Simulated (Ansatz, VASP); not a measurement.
Two plane-wave programs on Ti

```xyz
1
Lattice="-1.6665 1.6665 1.6665 1.6665 -1.6665 1.6665 1.6665 1.6665 -1.6665" Properties=species:S:1:pos:R:3 pbc="T T T"
Ti    0.0000    0.0000    0.0000
```

Change from the starting cell: strain +0.025 along x and y, +0.025 along z, atoms carried along.

Alike in both runs: task single point; functional r2SCAN; k mesh 26 × 26 × 26; occupations gaussian, width 0.15 eV; no spin polarisation.

```csv
,VASP,Ansatz
version,VASP 6.6.1,Ansatz 0.2.0
potentials or method,"VASP PAW PBE potentials, release 64 (Ti_sv), cutoff 520 eV","scalar-relativistic, plane waves, PAW"
valence electrons in the cell,12,12
```

Ansatz gave:

* gap on the k mesh at the Fermi level (eV): none
* pressure (GPa): -7.2

Task: Which values does VASP return?

Result: gap on the k mesh at the Fermi level (eV): none; pressure (GPa): -6.9.

VASP's potentials were made for PBE, not for r2SCAN. A gap of «none» marks a metal or a gap that the smearing closes.
